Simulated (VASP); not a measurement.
# Co (P6/mmm) in VASP: single point with PBE

Aim: the single point of Co with PBE.

All numbers are computed with VASP 6.6.1; they aren't measurements. Logs are shortened: lines on timing, memory, paths and dates and some standing lists are left out, and cuts for length are marked.

**1. The cell of the first run**

The structure is hexagonal, space group P6/mmm (No. 191). Conventional cell: a = 2.154 Å, b = 2.154 Å, c = 2.034 Å, α = 90.00°, β = 90.00°, γ = 120.00°. Within 2.7 Å of Co (site symmetry 6/mmm) lie 8 Co at 2.03 to 2.15 Å.

This isn't the form of Co at room conditions, which is hcp.

**2. Single point, PBE, collinear spin, ferromagnetic start (8.17 Å³/atom)**

Input file INCAR:

```
SYSTEM = Co
PREC = Accurate
ENCUT = 690
EDIFF = 1E-6
ISMEAR = -1
SIGMA = 0.1
LREAL = .FALSE.
LASPH = .TRUE.
NELM = 200
ALGO = Normal
ISIF = 2
LWAVE = .FALSE.
LCHARG = .FALSE.
ISPIN = 2
MAGMOM = 1.7
LORBIT = 11
LMAXMIX = 4
GGA = PE
NBANDS = 18
GGA_COMPAT = .FALSE.
```

Input file KPOINTS:

```
regular mesh
0
G
  18 18 17
  0 0 0
```

Input file POSCAR:

```
Co
1.0
    2.1539477775      0.0000000000      0.0000000000
   -1.0769738887      1.8653734937      0.0000000000
    0.0000000000      0.0000000000      2.0344787716
Co
1
Direct
    0.0000000000      0.0000000000      0.0000000000
```

Potentials or basis: VASP PAW PBE potentials, release 64 (Co_sv).

On the command line:

```bash
$ cat potpaw_PBE.64/Co_sv/POTCAR > POTCAR
$ mpirun -np 1 vasp_std > vasp.out
```

OUTCAR:

```text
SYSTEM = Co
   PREC = Accurate
   ENCUT = 690
   EDIFF = 1E-6
   ISMEAR = -1
   LREAL = .FALSE.
   LASPH = .TRUE.
   NELM = 200
   ISIF = 2
   ISPIN = 2
   LORBIT = 11
   GGA = PE

 ion  position               nearest neighbor table
   1  0.000  0.000  0.000-

  LATTYP: Found a hexagonal cell.
 ALAT       =     2.1539477775
 C/A-ratio  =     0.9445348642

  Lattice vectors:

 A1 = (   2.1539477775,   0.0000000000,   0.0000000000)
 A2 = (  -1.0769738887,   1.8653734937,   0.0000000000)
 A3 = (   0.0000000000,   0.0000000000,   2.0344787716)

Analysis of symmetry for initial positions (statically):
=====================================================================
 Subroutine PRICEL returns:
 Original cell was already a primitive cell.

 Routine SETGRP: Setting up the symmetry group for a
 hexagonal supercell.

 Subroutine GETGRP returns: Found 24 space group operations
 (whereof 24 operations were pure point group operations)
 out of a pool of 24 trial point group operations.

The static configuration has the point symmetry D_6h.

Analysis of symmetry for dynamics (positions and initial velocities):
=====================================================================
 Subroutine PRICEL returns:
 Original cell was already a primitive cell.

 Routine SETGRP: Setting up the symmetry group for a
 hexagonal supercell.

 Subroutine GETGRP returns: Found 24 space group operations
 (whereof 24 operations were pure point group operations)
 out of a pool of 24 trial point group operations.

The dynamic configuration has the point symmetry D_6h.

Analysis of structural, dynamic, and magnetic symmetry:
=====================================================================
 Subroutine PRICEL returns:
 Original cell was already a primitive cell.

 Routine SETGRP: Setting up the symmetry group for a
 hexagonal supercell.

 Subroutine GETGRP returns: Found 24 space group operations
 (whereof 24 operations were pure point group operations)
 out of a pool of 24 trial point group operations.

The overall configuration has the point symmetry D_6h.

 Subroutine INISYM returns: Found 24 space group operations
 (whereof 24 operations are pure point group operations),
 and found     1 'primitive' translations

----------------------------------------------------------------------------------------

                                     Primitive cell

  volume of cell :       8.1744

  direct lattice vectors                    reciprocal lattice vectors
     2.153947777  0.000000000  0.000000000     0.464263809  0.268042835  0.000000000
    -1.076973889  1.865373494  0.000000000     0.000000000  0.536085670  0.000000000
     0.000000000  0.000000000  2.034478772     0.000000000  0.000000000  0.491526387

  length of vectors
     2.153947777  2.153947777  2.034478772     0.536085670  0.536085670  0.491526387

  position of ions in fractional coordinates (direct lattice)
     0.000000000  0.000000000  0.000000000

  ion indices of the primitive-cell ions
   primitive index   ion index
                 1           1

----------------------------------------------------------------------------------------

 KPOINTS: regular mesh

Automatic generation of k-mesh.
 Grid dimensions read from file:
 generate k-points for:   18   18   17

 Generating k-lattice:

  Cartesian coordinates                     Fractional coordinates (reciprocal lattice)
     0.025792434  0.014891269  0.000000000     0.055555556  0.000000000  0.000000000
     0.000000000  0.029782537  0.000000000     0.000000000  0.055555556  0.000000000
     0.000000000  0.000000000  0.028913317     0.000000000  0.000000000  0.058823529

  Length of vectors
     0.029782537  0.029782537  0.028913317

  Shift w.r.t. Gamma in fractional coordinates (k-lattice)
     0.000000000  0.000000000  0.000000000

 Subroutine IBZKPT returns following result:
 ===========================================

 Found    333 irreducible k-points:

 Following reciprocal coordinates:
            Coordinates               Weight
  0.000000  0.000000  0.000000      1.000000
  0.055556  0.000000  0.000000      6.000000
  0.111111  0.000000  0.000000      6.000000
  0.166667  0.000000  0.000000      6.000000
  0.222222  0.000000  0.000000      6.000000
  0.277778  0.000000  0.000000      6.000000
[... 16 lines left out ...]
  0.333333  0.111111  0.000000     12.000000
  0.388889  0.111111  0.000000     12.000000
 [... further k-points ...]
   k-points           NKPTS =    333   k-points in BZ     NKDIM =    333   number of bands    NBANDS=     18
   number of dos      NEDOS =    301   number of ions     NIONS =      1
   total plane-waves  NPLWV =   5832
   dimension x,y,z NGX =    18 NGY =   18 NGZ =   18
   dimension x,y,z NGXF=    36 NGYF=   36 NGZF=   36
   ions per type =               1
   NGX,Y,Z   is equivalent  to a cutoff of  13.89, 13.89, 14.71 a.u.
   NGXF,Y,Z  is equivalent  to a cutoff of  27.79, 27.79, 29.42 a.u.
 SYSTEM =  Co
   PREC   = accura    normal or accurate (medium, high low for compatibility)
   ISTART =      0    job   : 0-new  1-cont  2-samecut
   ICHARG =      2    charge: 1-file 2-atom 10-const
   ISPIN  =      2    spin polarized calculation?
   LNONCOLLINEAR =      F non collinear calculations
   LSORBIT =      F    spin-orbit coupling
   LASPH  =      T    aspherical Exc in radial PAW
   ENCUT  =  690.0 eV  50.71 Ry    7.12 a.u.   4.61  4.61  4.36*2*pi/ulx,y,z
   NELM   =    200;   NELMIN=  2; NELMDL= -5     # of ELM steps
   EDIFF  = 0.1E-05   stopping-criterion for ELM
   LREAL  =      F    real-space projection
   EDIFFG = 0.1E-04   stopping-criterion for IOM
   NSW    =      0    number of steps for IOM
   IBRION =     -1    ionic relax: 0-MD 1-quasi-New 2-CG
   NFREE  =      0    steps in history (QN), initial steepest desc. (CG)
   ISIF   =      2    stress and relaxation
   ISYM   =      2    0-nonsym 1-usesym 2-fastsym
   POTIM  = 0.5000    time-step for ionic-motion
   TEBEG  =    0.0;   TEEND  =   0.0 temperature during run
   PSTRESS=    0.0 pullay stress
   NELECT =      17.0000    total number of electrons
   NUPDOWN=      -1.0000    fix difference up-down
   EMIN   =  10.00;   EMAX   =-10.00  energy-range for DOS
   EFERMI =   0.00;   METHOD = LEGACY
   ISMEAR =    -1;   SIGMA  =   0.10  broadening in eV -4-tet -1-fermi 0-gaus
   EFERMI_NEDOS =   21; number of points for ismear=-14 and -15
   IALGO  =     38    algorithm
   IMIX   =      4    mixing-type and parameters
     AMIX     =   0.40;   BMIX     =  1.00
     AMIX_MAG =   1.60;   BMIX_MAG =  1.00
  volume/ion in A,a.u.               =       8.17        55.16
  Fermi-wavevector in a.u.,A,eV,Ry     =   2.089648  3.948862 59.411580  4.366628
  Thomas-Fermi vector in A             =   3.082410
   LORBIT       =     11    0 simple, 1 ext, 2 COOP (PROOUT), +10 PAW based schemes
   GGA     = PE    functional components
   LHFCALC =     F    Hartree Fock is set to
   AEXX    =    0.0000 exact exchange contribution
   IVDW    =     0    specifies the selected vdW correction
   LEPSILON=     F    determine dielectric tensor
   LRPA    =     F    only Hartree local field effects (RPA)
 spin polarized calculation
  energy-cutoff  :      690.00
  volume of cell :        8.17
 maximum number of plane-waves:       350
   NGX =  9   NGY =  9   NGZ =  9

 number of electron      17.0000006 magnetization      -0.0039071

 number of electron      17.0000006 magnetization       0.0011458

 Free energy of the ion-electron system (eV)
  ---------------------------------------------------
  ext. energy  EPLUGINS =         0.00000000
  ---------------------------------------------------
  free energy    TOTEN  =        -5.45768356 eV

  energy without entropy =       -5.40473079  energy(sigma->0) =       -5.43120718

 E-fermi :  17.3590     XC(G=0): -15.7252

 val. band max:       17.3556237616   @ k =   0.3889   0.0556   0.1176
 cond. band min:      17.3605807336   @ k =   0.3333   0.0000   0.1176
 fundamental gap:      0.0049569721
 Fermi energy:        17.3590458129

 spin component 1

 k-point     1 :       0.0000    0.0000    0.0000
  band No.  band energies     occupation
      1     -78.3202      1.00000
      2     -40.9857      1.00000
      3     -40.9857      1.00000
      4     -40.8936      1.00000
      5       6.6340      1.00000
      6      11.6779      1.00000
[... 10 lines left out ...]
     17      52.2950      0.00000
     18      63.5613      0.00000

 k-point     2 :       0.0556    0.0000    0.0000
  band No.  band energies     occupation
      1     -78.3136      1.00000
      2     -41.0191      1.00000
      3     -40.9933      1.00000
      4     -40.8900      1.00000
      5       6.7863      1.00000
      6      11.7274      1.00000
[... 10 lines left out ...]
     17      54.0844      0.00000
     18      64.2773      0.00000

 k-point     3 :       0.1111    0.0000    0.0000
  band No.  band energies     occupation
      1     -78.2945      1.00000
      2     -41.1150      1.00000
      3     -41.0150      1.00000
      4     -40.8799      1.00000
      5       7.2317      1.00000
      6      11.8682      1.00000
[... 10 lines left out ...]
     17      56.3388      0.00000
     18      66.3080      0.00000

 k-point     4 :       0.1667    0.0000    0.0000
  band No.  band energies     occupation
      1     -78.2651      1.00000
      2     -41.2607      1.00000
      3     -41.0480      1.00000
      4     -40.8642      1.00000
      5       7.9328      1.00000
      6      12.0719      1.00000
[... 375 lines left out ...]
      4     -40.7999      1.00000
      5      10.8577      1.00000
      6      12.4530      1.00000
[... 10 lines left out ...]
     17      60.6201      0.00000
     18      63.6445      0.00000

 k-point    23 :       0.3333    0.1111    0.0000
  band No.  band energies     occupation
      1     -78.1158      1.00000
      2     -41.9128      1.00000
      3     -41.2768      1.00000
      4     -40.7850      1.00000
      5      11.1186      1.00000
      6      12.5908      1.00000
[... 10 lines left out ...]
     17      60.2967      0.00000
     18      63.7784      0.00000

 k-point    24 :       0.3889    0.1111    0.0000
  band No.  band energies     occupation
      1     -78.0974      1.00000
      2     -41.9911      1.00000
      3     -41.3042      1.00000
      4     -40.7754      1.00000
      5      11.1041      1.00000
      6      12.7880      1.00000
[... 10 lines left out ...]
     17      59.6032      0.00000
     18      64.5097      0.00000

 [... further k-points ...]

 spin component 2

 k-point     1 :       0.0000    0.0000    0.0000
  band No.  band energies     occupation
      1     -78.3188      1.00000
      2     -40.9844      1.00000
      3     -40.9844      1.00000
      4     -40.8921      1.00000
      5       6.6342      1.00000
      6      11.6785      1.00000
[... 10 lines left out ...]
     17      52.2953      0.00000
     18      63.5616      0.00000

 k-point     2 :       0.0556    0.0000    0.0000
  band No.  band energies     occupation
      1     -78.3122      1.00000
      2     -41.0178      1.00000
      3     -40.9920      1.00000
      4     -40.8885      1.00000
      5       6.7865      1.00000
      6      11.7279      1.00000
[... 10 lines left out ...]
     17      54.0847      0.00000
     18      64.2776      0.00000

 k-point     3 :       0.1111    0.0000    0.0000
  band No.  band energies     occupation
      1     -78.2931      1.00000
      2     -41.1137      1.00000
      3     -41.0137      1.00000
      4     -40.8784      1.00000
      5       7.2319      1.00000
      6      11.8688      1.00000
[... 10 lines left out ...]
     17      56.3392      0.00000
     18      66.3083      0.00000

 k-point     4 :       0.1667    0.0000    0.0000
  band No.  band energies     occupation
      1     -78.2637      1.00000
      2     -41.2595      1.00000
      3     -41.0467      1.00000
      4     -40.8627      1.00000
      5       7.9330      1.00000
      6      12.0725      1.00000
[... 375 lines left out ...]
      4     -40.7983      1.00000
      5      10.8581      1.00000
      6      12.4537      1.00000
[... 10 lines left out ...]
     17      60.6204      0.00000
     18      63.6446      0.00000

 k-point    23 :       0.3333    0.1111    0.0000
  band No.  band energies     occupation
      1     -78.1144      1.00000
      2     -41.9116      1.00000
      3     -41.2756      1.00000
      4     -40.7834      1.00000
      5      11.1192      1.00000
      6      12.5914      1.00000
[... 10 lines left out ...]
     17      60.2968      0.00000
     18      63.7787      0.00000

 k-point    24 :       0.3889    0.1111    0.0000
  band No.  band energies     occupation
      1     -78.0960      1.00000
      2     -41.9899      1.00000
      3     -41.3030      1.00000
      4     -40.7739      1.00000
      5      11.1047      1.00000
      6      12.7886      1.00000
[... 10 lines left out ...]
     17      59.6033      0.00000
     18      64.5100      0.00000

 [... further k-points ...]

------------------------ aborting loop because EDIFF is reached ----------------------------------------

  FORCE on cell =-STRESS in cart. coord.  units (eV):
  Direction    XX          YY          ZZ          XY          YZ          ZX
  --------------------------------------------------------------------------------------
  -------------------------------------------------------------------------------------
  Total        6.9702375      6.9702375      6.9417407      0.0000000     -0.0000000      0.0000000
  in kB     1366.1677282   1366.1677282   1360.5823610      0.0000000     -0.0000000      0.0000000
  external PRESSURE =    1364.3059391 kB  Pullay stress =       0.0000000 kB

 VOLUME and BASIS-vectors are now :
 -----------------------------------------------------------------------------
  energy-cutoff  :      690.00
  volume of cell :        8.17
      direct lattice vectors                 reciprocal lattice vectors
     2.153947777  0.000000000  0.000000000     0.464263809  0.268042835  0.000000000
    -1.076973889  1.865373494  0.000000000     0.000000000  0.536085670  0.000000000
     0.000000000  0.000000000  2.034478772     0.000000000  0.000000000  0.491526387

 POSITION                                       TOTAL-FORCE (eV/Angst)
 -----------------------------------------------------------------------------------
      0.00000      0.00000      0.00000         0.000000      0.000000      0.000000
 -----------------------------------------------------------------------------------
    total drift:                               -0.000000      0.000000     -0.000000

  FREE ENERGIE OF THE ION-ELECTRON SYSTEM (eV)
  ---------------------------------------------------
  free  energy   TOTEN  =        -5.4576835600 eV

  energy  without entropy=       -5.4047307947  energy(sigma->0) =       -5.43120718

 total charge

# of ion       s       p       d       tot
------------------------------------------
    1        2.338   6.199   6.939  15.476

 magnetization (x)

# of ion       s       p       d       tot
------------------------------------------
    1        0.000   0.000   0.001   0.001
```

It took 5.3 min on 1 thread of AMD EPYC 7R32 (Zen 2), shared host; peak memory 0.18 GiB.

Results:

| Property | Result |
| --- | --- |
| Free energy | -5.4577 eV |
| Pressure | 136.4 GPa |
| Net moment | 0.00 μB per cell |
| Valence electrons inside the program's atomic spheres | Co 15.48 |

Levels at points of the mesh, in eV from the Fermi level:
Spin up:
| k point | band 5 | band 6 | band 7 | band 8 | band 9 | band 10 | band 11 | band 12 |
| --- | --- | --- | --- | --- | --- | --- | --- | --- |
| (0.00, 0.00, 0.00) | -10.73 | -5.68 | -2.66 | -2.66 | 0.90 | 0.90 | 24.60 | 25.23 |
| (0.50, 0.00, 0.00) | -6.69 | -4.55 | -1.21 | -0.64 | 0.48 | 1.14 | 9.24 | 21.01 |
Spin down:
```
           k point  band 5  band 6  band 7  band 8  band 9  band 10  band 11  band 12
(0.00, 0.00, 0.00)  -10.72   -5.68   -2.66   -2.66    0.91     0.91    24.60    25.23
(0.50, 0.00, 0.00)   -6.69   -4.55   -1.21   -0.64    0.48     1.14     9.24    21.01
```

Caveat: the cell stands under pressure; the moments typed at the start vanished in this run.
